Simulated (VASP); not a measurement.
# NaH (R-3m) in VASP: a series of runs

NaH is run at these levels: PBE; tasks: single point, relaxation of cell and atoms.

Program: VASP 6.6.1. These are calculated values, not measurements. Logs are shortened: lines on timing, memory, paths and dates and some standing lists are left out, and cuts for length are marked.

## Step 1: The cell of the first run

Symmetry: R-3m, No. 166, trigonal system. The conventional cell has a = 3.366 Å, b = 3.366 Å, c = 26.082 Å, α = 90.00°, β = 90.00°, γ = 120.00°. Within 3.2 Å of Na (site symmetry -3m) lie 6 H at 2.44 Å and 2 Na at 2.94 Å. Within 3.2 Å of Na (site symmetry 3m) lie 6 H at 2.40 to 2.44 Å and 1 Na at 2.94 Å. H (site symmetry -3m) has 6 Na at 2.40 Å within 3.2 Å. H (site symmetry 3m) has 6 Na at 2.44 Å within 3.2 Å.

## Step 2: Single point, PBE

Input file INCAR:

```
PREC     = Accurate       # precision mode
ENCUT    = 520            # plane-wave cutoff, eV
EDIFF    = 1E-7           # SCF threshold, eV
ISMEAR   = 0              # smearing method
SIGMA    = 0.02           # smearing width, eV
LREAL    = F              # projectors in reciprocal space
LASPH    = T              # aspherical terms in the spheres
NELM     = 100            # most SCF steps
ALGO     = Normal         # electronic algorithm
ISIF     = 2              # what is computed and relaxed
LWAVE    = F              # write WAVECAR
LCHARG   = T              # write CHGCAR
GGA      = PE             # functional
LELF     = T              # ELF
LVHAR    = T            
NBANDS   = 21             # bands
```

Input file KPOINTS:

```
regular mesh
0
Gamma
  12 12 12
```

Input file POSCAR:

```
NaH
1.0
    1.6830204649      0.9716923185      8.6941299408
   -1.6830204649      0.9716923185      8.6941299408
    0.0000000000     -1.9433846370      8.6941299408
Na H
3 3
Direct
    0.5000000000      0.5000000000      0.5000000000
    0.6128941951      0.6128941951      0.6128941951
    0.3871058049      0.3871058049      0.3871058049
    0.0000000000      0.0000000000      0.0000000000
    0.7768490861      0.7768490861      0.7768490861
    0.2231509139      0.2231509139      0.2231509139
```

Potentials or basis: VASP PAW PBE potentials, release 64 (Na_pv, H).

Started as:

```
$ cat potpaw_PBE.64/Na_pv/POTCAR potpaw_PBE.64/H/POTCAR > POTCAR
$ mpirun -np 1 vasp_std > vasp.out
```

OUTCAR:

```text
PREC = Accurate
   ENCUT = 520
   EDIFF = 1E-7
   ISMEAR = 0
   LREAL = F
   LASPH = T
   NELM = 100
   ISIF = 2
   GGA = PE

 ion  position               nearest neighbor table
   1  0.500  0.500  0.500-
   2  0.613  0.613  0.613-
   3  0.387  0.387  0.387-
   4  0.000  0.000  0.000-
   5  0.777  0.777  0.777-
   6  0.223  0.223  0.223-

  LATTYP: Found a trigonal (rhomboedric) cell.
 ALAT       =     8.9086833637
 COS(alpha) =     0.9286191455

  Lattice vectors:

 A1 = (   1.6830204649,   0.9716923185,   8.6941299408)
 A2 = (  -1.6830204649,   0.9716923185,   8.6941299408)
 A3 = (   0.0000000000,  -1.9433846370,   8.6941299408)

Analysis of symmetry for initial positions (statically):
=====================================================================
 Subroutine PRICEL returns:
 Original cell was already a primitive cell.

 Routine SETGRP: Setting up the symmetry group for a
 trigonal (rhombohedral) supercell.

 Subroutine GETGRP returns: Found 12 space group operations
 (whereof 12 operations were pure point group operations)
 out of a pool of 12 trial point group operations.

The static configuration has the point symmetry D_3d.

Analysis of symmetry for dynamics (positions and initial velocities):
=====================================================================
 Subroutine PRICEL returns:
 Original cell was already a primitive cell.

 Routine SETGRP: Setting up the symmetry group for a
 trigonal (rhombohedral) supercell.

 Subroutine GETGRP returns: Found 12 space group operations
 (whereof 12 operations were pure point group operations)
 out of a pool of 12 trial point group operations.

The dynamic configuration has the point symmetry D_3d.

 Subroutine INISYM returns: Found 12 space group operations
 (whereof 12 operations are pure point group operations),
 and found     1 'primitive' translations

----------------------------------------------------------------------------------------

                                     Primitive cell

  volume of cell :      85.3091

  direct lattice vectors                    reciprocal lattice vectors
     1.683020465  0.971692319  8.694129941     0.297084920  0.171522058  0.038340045
[... 87 lines left out ...]
   ICHARG =      2    charge: 1-file 2-atom 10-const
   ISPIN  =      1    spin polarized calculation?
   LNONCOLLINEAR =      F non collinear calculations
   LSORBIT =      F    spin-orbit coupling
   LASPH  =      T    aspherical Exc in radial PAW
   ENCUT  =  520.0 eV  38.22 Ry    6.18 a.u.  16.56 16.56 16.56*2*pi/ulx,y,z
   NELM   =    100;   NELMIN=  2; NELMDL= -5     # of ELM steps
   EDIFF  = 0.1E-06   stopping-criterion for ELM
   LREAL  =      F    real-space projection
   EDIFFG = 0.1E-05   stopping-criterion for IOM
   NSW    =      0    number of steps for IOM
   IBRION =     -1    ionic relax: 0-MD 1-quasi-New 2-CG
   NFREE  =      0    steps in history (QN), initial steepest desc. (CG)
   ISIF   =      2    stress and relaxation
   ISYM   =      2    0-nonsym 1-usesym 2-fastsym
   POTIM  = 0.5000    time-step for ionic-motion
   TEBEG  =    0.0;   TEEND  =   0.0 temperature during run
   PSTRESS=    0.0 pullay stress
   NELECT =      24.0000    total number of electrons
   NUPDOWN=      -1.0000    fix difference up-down
   EMIN   =  10.00;   EMAX   =-10.00  energy-range for DOS
   EFERMI =   0.00;   METHOD = LEGACY
   ISMEAR =     0;   SIGMA  =   0.02  broadening in eV -4-tet -1-fermi 0-gaus
   EFERMI_NEDOS =   21; number of points for ismear=-14 and -15
   IALGO  =     38    algorithm
   IMIX   =      4    mixing-type and parameters
     AMIX     =   0.40;   BMIX     =  1.00
     AMIX_MAG =   1.60;   BMIX_MAG =  1.00
  volume/ion in A,a.u.               =      14.22        95.95
  Fermi-wavevector in a.u.,A,eV,Ry     =   1.072704  2.027117 15.656152  1.150695
  Thomas-Fermi vector in A             =   2.208482
   LORBIT       =      0    0 simple, 1 ext, 2 COOP (PROOUT), +10 PAW based schemes
   GGA     = PE    functional components
   LHFCALC =     F    Hartree Fock is set to
   AEXX    =    0.0000 exact exchange contribution
   IVDW    =     0    specifies the selected vdW correction
   LEPSILON=     F    determine dielectric tensor
   LRPA    =     F    only Hartree local field effects (RPA)
 non-spin polarized calculation
 Gauss-broadening in eV      SIGMA  =   0.02
  energy-cutoff  :      520.00
  volume of cell :       85.31
 maximum number of plane-waves:      2322
 NGX is ok and might be reduce to    70
   NGX = 33   NGY = 33   NGZ = 33

 number of electron      24.0000002 magnetization

 Free energy of the ion-electron system (eV)
  ---------------------------------------------------
  ext. energy  EPLUGINS =         0.00000000
  ---------------------------------------------------
  free energy    TOTEN  =       -15.08272424 eV

  energy without entropy =      -15.08272424  energy(sigma->0) =      -15.08272424

 E-fermi :  -0.9314     XC(G=0):  -7.7391

 val. band max:       -1.1219930718   @ k =  -0.2500   0.5000   0.2500
 cond. band min:       2.3350331847   @ k =   0.5000   0.5000   0.5000
 fundamental gap:      3.4570262566
 Fermi energy:        -0.9313771028

 k-point     1 :       0.0000    0.0000    0.0000
  band No.  band energies     occupation
      1     -23.4701      2.00000
      2     -23.4154      2.00000
      3     -23.3678      2.00000
      4     -23.3678      2.00000
      5     -23.3412      2.00000
      6     -23.3412      2.00000
[... 565 lines left out ...]
     20       8.5234      0.00000
     21      10.1355      0.00000

 [... further k-points ...]
[... 5 lines left out ...]
  --------------------------------------------------------------------------------------
  -------------------------------------------------------------------------------------
  Total       -0.0136452     -0.0136452     -0.0239886      0.0000000      0.0000000      0.0000000
  in kB       -0.2562674     -0.2562674     -0.4505262      0.0000000      0.0000000      0.0000000
  external PRESSURE =      -0.3210203 kB  Pullay stress =       0.0000000 kB

 VOLUME and BASIS-vectors are now :
 -----------------------------------------------------------------------------
  energy-cutoff  :      520.00
  volume of cell :       85.31
      direct lattice vectors                 reciprocal lattice vectors
     1.683020465  0.971692319  8.694129941     0.297084920  0.171522058  0.038340045
    -1.683020465  0.971692319  8.694129941    -0.297084920  0.171522058  0.038340045
     0.000000000 -1.943384637  8.694129941     0.000000000 -0.343044117  0.038340045

 POSITION                                       TOTAL-FORCE (eV/Angst)
 -----------------------------------------------------------------------------------
      0.00000      0.00000     13.04119         0.000000      0.000000      0.000000
      0.00000      0.00000     15.98575        -0.000000     -0.000000     -0.000225
      0.00000      0.00000     10.09664        -0.000000      0.000000      0.000225
      0.00000      0.00000      0.00000        -0.000000      0.000000      0.000000
      0.00000      0.00000     20.26208        -0.000000     -0.000000      0.000310
      0.00000      0.00000      5.82031        -0.000000      0.000000     -0.000310
 -----------------------------------------------------------------------------------
    total drift:                               -0.000000     -0.000000      0.000000

  FREE ENERGIE OF THE ION-ELECTRON SYSTEM (eV)
  ---------------------------------------------------
  free  energy   TOTEN  =       -15.0827242379 eV

  energy  without entropy=      -15.0827242379  energy(sigma->0) =      -15.08272424
```

OSZICAR:

```text
N       E                     dE             d eps       ncg     rms          rms(c)
DAV:   1     0.189002091640E+03    0.18900E+03   -0.12414E+04  7938   0.122E+03
DAV:   2    -0.465273728209E+01   -0.19365E+03   -0.18978E+03  7988   0.346E+02
DAV:   3    -0.161916617306E+02   -0.11539E+02   -0.11511E+02  9502   0.941E+01
DAV:   4    -0.163752478675E+02   -0.18359E+00   -0.18356E+00  9008   0.130E+01
DAV:   5    -0.163784399032E+02   -0.31920E-02   -0.31920E-02  9169   0.174E+00    0.552E+00
DAV:   6    -0.153481051531E+02    0.10303E+01   -0.10412E+00  9256   0.438E+00    0.256E+00
DAV:   7    -0.150673478506E+02    0.28076E+00   -0.10117E+00  9091   0.336E+00    0.594E-01
DAV:   8    -0.150831920010E+02   -0.15844E-01   -0.34873E-02  8783   0.169E+00    0.145E-01
DAV:   9    -0.150827492333E+02    0.44277E-03   -0.59475E-03  9934   0.701E-01    0.517E-02
DAV:  10    -0.150827100767E+02    0.39157E-04   -0.32290E-04  8768   0.971E-02    0.116E-02
DAV:  11    -0.150827240682E+02   -0.13991E-04   -0.37396E-05  9494   0.248E-02    0.661E-03
DAV:  12    -0.150827241790E+02   -0.11081E-06   -0.19249E-06  8817   0.957E-03    0.109E-03
DAV:  13    -0.150827242379E+02   -0.58911E-07   -0.15831E-07  7696   0.295E-03
   1 F= -.15082724E+02 E0= -.15082724E+02  d E =-.139185E-43
```

It took 23 min on 1 thread of AMD EPYC 9R45 (Zen 5), shared host; peak memory 0.77 GiB.

What came out:

```yaml
Free_energy: -15.0827 eV
Pressure: 0.0 GPa
Band_gap_on_the_k_mesh: 3.46 eV (least direct gap 4.21 eV)
```

Levels at points of the mesh, in eV from the valence-band top:
| k point | band 10 | band 11 | band 12 | band 13 | band 14 | band 15 |
| --- | --- | --- | --- | --- | --- | --- |
| (0.00, 0.00, 0.00) | -3.61 | -2.04 | -1.96 | 5.14 | 5.16 | 10.29 |
| (0.50, 0.00, 0.00) | -0.85 | -0.38 | -0.34 | 4.10 | 4.58 | 5.11 |
| (0.50, 0.50, 0.00) | -0.76 | -0.61 | -0.20 | 4.01 | 4.56 | 5.40 |
| (0.50, 0.50, 0.50) | -3.26 | -3.07 | -1.07 | 3.46 | 8.31 | 8.43 |

A k mesh can miss the band edges.

## Step 3: Single point, PBE

Input file INCAR:

```
SYSTEM = NaH
ALGO = Normal
EDIFF = 1E-7
ENCUT = 520
GGA = PE
ISIF = 2
ISMEAR = 0
LASPH = .True.
LCHARG = .True.
LELF = .True.
LREAL = .False.
LVHAR = .True.
LWAVE = .False.
NBANDS = 21
NELM = 100
PREC = Accurate
SIGMA = 0.02
```

Input file KPOINTS:

```
k-points
0
Gamma
  12 12 12
  0 0 0
```

POSCAR is that of step 2.

Potentials or basis: VASP PAW PBE potentials, release 64 (Na_pv, H).

Started as:

```
$ cat potpaw_PBE.64/Na_pv/POTCAR potpaw_PBE.64/H/POTCAR > POTCAR
$ mpirun -np 1 vasp_std > vasp.out
```

Wall time 23 min (1 thread of AMD EPYC 9R45 (Zen 5), shared host); peak memory 0.77 GiB.

It converged, with:

* Free energy: -15.0827 eV
* Pressure: 0.0 GPa
* Band gap on the k mesh: 3.46 eV (least direct gap 4.21 eV)

Levels at points of the mesh, in eV from the valence-band top:
| k point | band 9 | band 10 | band 11 | band 12 | band 13 | band 14 | band 15 | band 16 |
| --- | --- | --- | --- | --- | --- | --- | --- | --- |
| (0.00, 0.00, 0.00) | -22.21 | -3.61 | -2.04 | -1.96 | 5.14 | 5.16 | 10.29 | 11.36 |
| (0.50, 0.00, 0.00) | -22.21 | -0.85 | -0.38 | -0.34 | 4.10 | 4.58 | 5.11 | 7.90 |
| (0.50, 0.50, 0.00) | -22.22 | -0.76 | -0.61 | -0.20 | 4.01 | 4.56 | 5.40 | 7.68 |
| (0.50, 0.50, 0.50) | -22.21 | -3.26 | -3.07 | -1.07 | 3.46 | 8.31 | 8.43 | 11.12 |

A k mesh can miss the band edges.

(Part 1 of 2 ends here.)
